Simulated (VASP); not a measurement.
# LaMn3 (Pm-3m) in VASP: a series of runs, part 2 of 2

VASP 6.6.1. The steps go on from the part before.

**3. Single point, PBE, collinear spin, ferromagnetic start (18.78 Å³/atom)**

This run uses another cell than the first one, of 18.78 Å³/atom.

Contents of INCAR:

```
SYSTEM = LaMn3
ALGO = Normal
EDIFF = 1E-6
ENCUT = 520
GGA = PE
ISIF = 2
ISMEAR = 0
ISPIN = 2
LASPH = .True.
LCHARG = .False.
LMAXMIX = 6
LORBIT = 11
LREAL = .False.
LWAVE = .False.
MAGMOM = 0 3.63 3.63 3.63
NBANDS = 37
NELM = 150
PREC = Accurate
SIGMA = 0.05
```

Contents of KPOINTS:

```
k-points
0
Gamma
  8 8 8
  0 0 0
```

Contents of POSCAR:

```
LaMn3
1.0
    4.2195474488      0.0000000000      0.0000000000
    0.0000000000      4.2195474488      0.0000000000
    0.0000000000      0.0000000000      4.2195474488
La Mn
1 3
Direct
    0.0000000000      0.0000000000      0.0000000000
    0.0000000000      0.5000000000      0.5000000000
    0.5000000000      0.5000000000      0.0000000000
    0.5000000000      0.0000000000      0.5000000000
```

Potentials or basis: VASP PAW PBE potentials, release 64 (La, Mn_pv).

Started as:

```sh
$ cat potpaw_PBE.64/La/POTCAR potpaw_PBE.64/Mn_pv/POTCAR > POTCAR
$ mpirun -np 1 vasp_std > vasp.out
```

OUTCAR:

```text
SYSTEM = LaMn3
   EDIFF = 1E-6
   ENCUT = 520
   GGA = PE
   ISIF = 2
   ISMEAR = 0
   ISPIN = 2
   LASPH = .True.
   LORBIT = 11
   LREAL = .False.
   NELM = 150
   PREC = Accurate

 ion  position               nearest neighbor table
   1  0.000  0.000  0.000-   2 2.98   3 2.98   4 2.98   2 2.98   4 2.98   2 2.98   3 2.98   2 2.98
                             3 2.98   4 2.98   4 2.98   3 2.98
   2  0.000  0.500  0.500-   1 2.98   3 2.98   4 2.98   1 2.98   3 2.98   1 2.98   4 2.98   1 2.98
                             3 2.98   4 2.98   3 2.98   4 2.98
   3  0.500  0.500  0.000-   1 2.98   2 2.98   4 2.98   2 2.98   4 2.98   1 2.98   4 2.98   4 2.98
                             1 2.98   2 2.98   2 2.98   1 2.98
   4  0.500  0.000  0.500-   1 2.98   2 2.98   3 2.98   1 2.98   3 2.98   2 2.98   3 2.98   3 2.98
                             1 2.98   2 2.98   1 2.98   2 2.98

  LATTYP: Found a simple cubic cell.
 ALAT       =     4.2195474488

  Lattice vectors:
[... 2138 lines left out ...]
  Direction    XX          YY          ZZ          XY          YZ          ZX
  --------------------------------------------------------------------------------------
  -------------------------------------------------------------------------------------
  Total       -0.7743366     -0.7743366     -0.7743366      0.0000000      0.0000000     -0.0000000
  in kB      -16.5136379    -16.5136379    -16.5136379      0.0000000      0.0000000     -0.0000000
  external PRESSURE =     -16.5136379 kB  Pullay stress =       0.0000000 kB

 VOLUME and BASIS-vectors are now :
 -----------------------------------------------------------------------------
  energy-cutoff  :      520.00
  volume of cell :       75.13
      direct lattice vectors                 reciprocal lattice vectors
     4.219547449  0.000000000  0.000000000     0.236992240  0.000000000  0.000000000
     0.000000000  4.219547449  0.000000000     0.000000000  0.236992240  0.000000000
     0.000000000  0.000000000  4.219547449     0.000000000  0.000000000  0.236992240

 POSITION                                       TOTAL-FORCE (eV/Angst)
 -----------------------------------------------------------------------------------
      0.00000      0.00000      0.00000         0.000000      0.000000      0.000000
      0.00000      2.10977      2.10977         0.000000      0.000000      0.000000
      2.10977      2.10977      0.00000         0.000000      0.000000      0.000000
      2.10977      0.00000      2.10977         0.000000      0.000000      0.000000
 -----------------------------------------------------------------------------------
    total drift:                                0.000000     -0.000000     -0.000000

  FREE ENERGIE OF THE ION-ELECTRON SYSTEM (eV)
  ---------------------------------------------------
  free  energy   TOTEN  =       -29.9515776941 eV

  energy  without entropy=      -29.9482322730  energy(sigma->0) =      -29.94990498

 total charge

# of ion       s       p       d       f       tot
--------------------------------------------------
    1        2.089   5.535   1.045   0.198   8.867
    2        0.328   6.173   5.013   0.000  11.514
    3        0.328   6.173   5.013   0.000  11.514
    4        0.328   6.173   5.013   0.000  11.514
--------------------------------------------------
tot          3.071  24.055  16.084   0.198  43.409

 magnetization (x)

# of ion       s       p       d       f       tot
--------------------------------------------------
    1       -0.017   0.042  -0.230  -0.012  -0.217
    2        0.009   0.003   3.253   0.000   3.264
    3        0.009   0.003   3.253   0.000   3.264
    4        0.009   0.003   3.253   0.000   3.264
--------------------------------------------------
tot          0.009   0.051   9.530  -0.012   9.577
```

OSZICAR:

```text
N       E                     dE             d eps       ncg     rms          rms(c)
DAV:   1     0.518787759917E+03    0.51879E+03   -0.25960E+04  6708   0.210E+03
DAV:   2     0.294077173194E+02   -0.48938E+03   -0.46372E+03  5281   0.462E+02
DAV:   3    -0.310283599469E+02   -0.60436E+02   -0.55677E+02  6278   0.153E+02
DAV:   4    -0.369320411259E+02   -0.59037E+01   -0.54676E+01  9351   0.443E+01
[... 10 lines left out ...]
DAV:  15    -0.299515776644E+02   -0.38799E-04   -0.36046E-04  7987   0.108E-01    0.455E-02
DAV:  16    -0.299515613482E+02    0.16316E-04   -0.21982E-04  7774   0.105E-01    0.379E-02
DAV:  17    -0.299515801990E+02   -0.18851E-04   -0.39860E-05  7673   0.322E-02    0.256E-02
DAV:  18    -0.299515774452E+02    0.27538E-05   -0.16048E-05  7011   0.278E-02    0.110E-02
DAV:  19    -0.299515776941E+02   -0.24887E-06   -0.16423E-06  5096   0.969E-03
   1 F= -.29951578E+02 E0= -.29949905E+02  d E =-.334542E-02  mag=     9.7529
```

It took 86 s on 1 thread of Intel Xeon 6975P-C (Granite Rapids), shared host; peak memory 0.31 GiB.

Results:

| Property | Result |
| --- | --- |
| Free energy | -29.9516 eV |
| Pressure | -1.7 GPa |
| Net moment | 9.75 μB per cell |
| Site moments | La -0.22; Mn +3.26 μB |
| Valence electrons inside the program's atomic spheres | La 8.87; Mn 11.51 |

Caveat: spin-orbit coupling is left out, which moves the levels of the heavy elements.

**4. Single point, PBE, collinear spin, ferromagnetic start (19.32 Å³/atom)**

This run uses another cell than the first one, of 19.32 Å³/atom.

Contents of INCAR:

```
SYSTEM = LaMn3
PREC     = Accurate       ! precision mode
ENCUT    = 520            ! plane-wave cutoff, eV
EDIFF    = 1E-6           ! SCF threshold, eV
ISMEAR   = 0              ! smearing method
SIGMA    = 0.05           ! smearing width, eV
LREAL    = .FALSE.        ! projectors in reciprocal space
LASPH    = .TRUE.         ! aspherical terms in the spheres
NELM     = 150            ! most SCF steps
ALGO     = Fast           ! electronic algorithm
ISIF     = 2              ! what is computed and relaxed
LWAVE    = .FALSE.        ! write WAVECAR
LCHARG   = .TRUE.         ! write CHGCAR
ISPIN    = 2              ! spin polarisation
MAGMOM   = 0 3.66 3.66 3.66 ! initial moments
LORBIT   = 11             ! projections on sites
LMAXMIX  = 6              ! l up to which the mixer works
GGA      = PE             ! functional
LELF     = .TRUE.         ! ELF
LVHAR    = .TRUE.       
NBANDS   = 37             ! bands
```

Contents of KPOINTS:

```
regular mesh
0
G
  8 8 8
  0 0 0
```

Contents of POSCAR:

```
LaMn3
1.0
    4.2597360338      0.0000000000      0.0000000000
    0.0000000000      4.2597360338      0.0000000000
    0.0000000000      0.0000000000      4.2597360338
La Mn
1 3
Direct
    0.0000000000      0.0000000000      0.0000000000
    0.0000000000      0.5000000000      0.5000000000
    0.5000000000      0.5000000000      0.0000000000
    0.5000000000      0.0000000000      0.5000000000
```

Potentials or basis: VASP PAW PBE potentials, release 64 (La, Mn_pv).

Started as:

```sh
$ cat potpaw_PBE.64/La/POTCAR potpaw_PBE.64/Mn_pv/POTCAR > POTCAR
$ mpirun -np 1 vasp_std > vasp.out
```

OUTCAR:

```text
SYSTEM = LaMn3
   PREC = Accurate
   ENCUT = 520
   EDIFF = 1E-6
   ISMEAR = 0
   LREAL = .FALSE.
   LASPH = .TRUE.
   NELM = 150
   ISIF = 2
   ISPIN = 2
   LORBIT = 11
   GGA = PE

 ion  position               nearest neighbor table
   1  0.000  0.000  0.000-   2 3.01   3 3.01   4 3.01   2 3.01   4 3.01   2 3.01   3 3.01   2 3.01
                             3 3.01   4 3.01   4 3.01   3 3.01
   2  0.000  0.500  0.500-   1 3.01   3 3.01   4 3.01   1 3.01   3 3.01   1 3.01   4 3.01   1 3.01
                             3 3.01   4 3.01   3 3.01   4 3.01
   3  0.500  0.500  0.000-   1 3.01   2 3.01   4 3.01   2 3.01   4 3.01   1 3.01   4 3.01   4 3.01
                             1 3.01   2 3.01   2 3.01   1 3.01
   4  0.500  0.000  0.500-   1 3.01   2 3.01   3 3.01   1 3.01   3 3.01   2 3.01   3 3.01   3 3.01
                             1 3.01   2 3.01   1 3.01   2 3.01

  LATTYP: Found a simple cubic cell.
 ALAT       =     4.2597360338

  Lattice vectors:

 A1 = (   4.2597360338,   0.0000000000,   0.0000000000)
 A2 = (   0.0000000000,   4.2597360338,   0.0000000000)
 A3 = (   0.0000000000,   0.0000000000,   4.2597360338)

Analysis of symmetry for initial positions (statically):
=====================================================================
 Subroutine PRICEL returns:
 Original cell was already a primitive cell.

 Routine SETGRP: Setting up the symmetry group for a
 simple cubic supercell.

 Subroutine GETGRP returns: Found 48 space group operations
 (whereof 48 operations were pure point group operations)
 out of a pool of 48 trial point group operations.

The static configuration has the point symmetry O_h .

Analysis of symmetry for dynamics (positions and initial velocities):
=====================================================================
 Subroutine PRICEL returns:
 Original cell was already a primitive cell.

 Routine SETGRP: Setting up the symmetry group for a
 simple cubic supercell.

 Subroutine GETGRP returns: Found 48 space group operations
 (whereof 48 operations were pure point group operations)
[... 176 lines left out ...]
 fundamental gap:      0.0560294485
 Fermi energy:         7.8140477040

 spin component 1

 k-point     1 :       0.0000    0.0000    0.0000
  band No.  band energies     occupation
      1     -41.6463      1.00000
      2     -41.6463      1.00000
      3     -41.6463      1.00000
      4     -41.6261      1.00000
      5     -41.6261      1.00000
      6     -41.6261      1.00000
[... 949 lines left out ...]
     36      11.1818      0.00000
     37      11.2677      0.00000

 [... further k-points ...]

 spin component 2

 k-point     1 :       0.0000    0.0000    0.0000
  band No.  band energies     occupation
      1     -38.1697      1.00000
      2     -38.1697      1.00000
      3     -38.1697      1.00000
      4     -38.1485      1.00000
      5     -38.1485      1.00000
      6     -38.1485      1.00000
[... 949 lines left out ...]
     36      11.2458      0.00000
     37      11.4659      0.00000

 [... further k-points ...]

------------------------ aborting loop because EDIFF is reached ----------------------------------------

  FORCE on cell =-STRESS in cart. coord.  units (eV):
  Direction    XX          YY          ZZ          XY          YZ          ZX
  --------------------------------------------------------------------------------------
  -------------------------------------------------------------------------------------
  Total       -1.6328951     -1.6328951     -1.6328951      0.0000000      0.0000000     -0.0000000
  in kB      -33.8470490    -33.8470490    -33.8470490      0.0000000      0.0000000     -0.0000000
  external PRESSURE =     -33.8470490 kB  Pullay stress =       0.0000000 kB

 VOLUME and BASIS-vectors are now :
 -----------------------------------------------------------------------------
  energy-cutoff  :      520.00
  volume of cell :       77.29
      direct lattice vectors                 reciprocal lattice vectors
     4.259736034  0.000000000  0.000000000     0.234756330  0.000000000  0.000000000
     0.000000000  4.259736034  0.000000000     0.000000000  0.234756330  0.000000000
     0.000000000  0.000000000  4.259736034     0.000000000  0.000000000  0.234756330

 POSITION                                       TOTAL-FORCE (eV/Angst)
 -----------------------------------------------------------------------------------
      0.00000      0.00000      0.00000         0.000000      0.000000      0.000000
      0.00000      2.12987      2.12987         0.000000      0.000000      0.000000
      2.12987      2.12987      0.00000         0.000000      0.000000      0.000000
      2.12987      0.00000      2.12987         0.000000      0.000000      0.000000
 -----------------------------------------------------------------------------------
    total drift:                                0.000000     -0.000000     -0.000000

  FREE ENERGIE OF THE ION-ELECTRON SYSTEM (eV)
  ---------------------------------------------------
  free  energy   TOTEN  =       -29.9176982434 eV

  energy  without entropy=      -29.9145646815  energy(sigma->0) =      -29.91613146

 total charge

# of ion       s       p       d       f       tot
--------------------------------------------------
    1        2.083   5.542   1.013   0.187   8.826
    2        0.323   6.166   5.003   0.000  11.491
    3        0.323   6.166   5.003   0.000  11.491
    4        0.323   6.166   5.003   0.000  11.491
--------------------------------------------------
tot          3.052  24.040  16.021   0.187  43.300

 magnetization (x)

# of ion       s       p       d       f       tot
--------------------------------------------------
    1       -0.016   0.037  -0.245  -0.016  -0.240
    2        0.008  -0.000   3.283   0.000   3.291
    3        0.008  -0.000   3.283   0.000   3.291
    4        0.008  -0.000   3.283   0.000   3.291
--------------------------------------------------
tot          0.007   0.036   9.605  -0.016   9.632
```

OSZICAR:

```text
N       E                     dE             d eps       ncg     rms          rms(c)
DAV:   1     0.526213753206E+03    0.52621E+03   -0.25995E+04  6628   0.207E+03
DAV:   2     0.328694605353E+02   -0.49334E+03   -0.46706E+03  5297   0.464E+02
DAV:   3    -0.298853775488E+02   -0.62755E+02   -0.57750E+02  6177   0.156E+02
[... 26 lines left out ...]
RMM:  30    -0.299176899124E+02   -0.48336E-05   -0.49850E-05  5849   0.172E-02    0.142E-03
RMM:  31    -0.299176922396E+02   -0.23273E-05   -0.24022E-05  5528   0.150E-02    0.917E-04
RMM:  32    -0.299176948399E+02   -0.26003E-05   -0.26949E-05  5461   0.148E-02    0.761E-04
RMM:  33    -0.299176961324E+02   -0.12925E-05   -0.13154E-05  5214   0.129E-02    0.835E-04
RMM:  34    -0.299176975846E+02   -0.14522E-05   -0.14674E-05  5007   0.114E-02    0.156E-03
RMM:  35    -0.299176982434E+02   -0.65878E-06   -0.70756E-06  4873   0.107E-02
   1 F= -.29917698E+02 E0= -.29916131E+02  d E =-.313356E-02  mag=     9.7656
```

It took 2.9 min on 1 thread of Intel Xeon 6975P-C (Granite Rapids), shared host; peak memory 0.32 GiB.

Results:

```
Free energy                                           : -29.9177 eV
Pressure                                              : -3.4 GPa
Net moment                                            : 9.77 μB per cell
Site moments                                          : La -0.24; Mn +3.29 μB
Valence electrons inside the program's atomic spheres : La 8.83; Mn 11.49
```

Caveat: the cell stands under tension; spin-orbit coupling is left out, which moves the levels of the heavy elements.

**5. Summary**

```csv
cell,gap on the mesh (eV),pressure (GPa),moment (μB)
"a = 4.192 Å, 4 atoms",none,-0.6,9.65
"a = 4.220 Å, 4 atoms",none,-1.7,9.75
"a = 4.260 Å, 4 atoms",none,-3.4,9.77
```

Alike in all rows: task single point; level PBE; potentials or basis VASP PAW PBE potentials, release 64 (La, Mn_pv); spin collinear, ferromagnetic start; k mesh 8 × 8 × 8; cutoff (eV) 520; smearing gaussian 0.05 eV.

Caveats: spin-orbit coupling is left out, which moves the levels of the heavy elements; the cell stands under tension (at least some runs).

Absolute energies hang on the potentials; compare differences alone.

The gap in the log of VASP goes by the Fermi energy; the results here count the filled bands.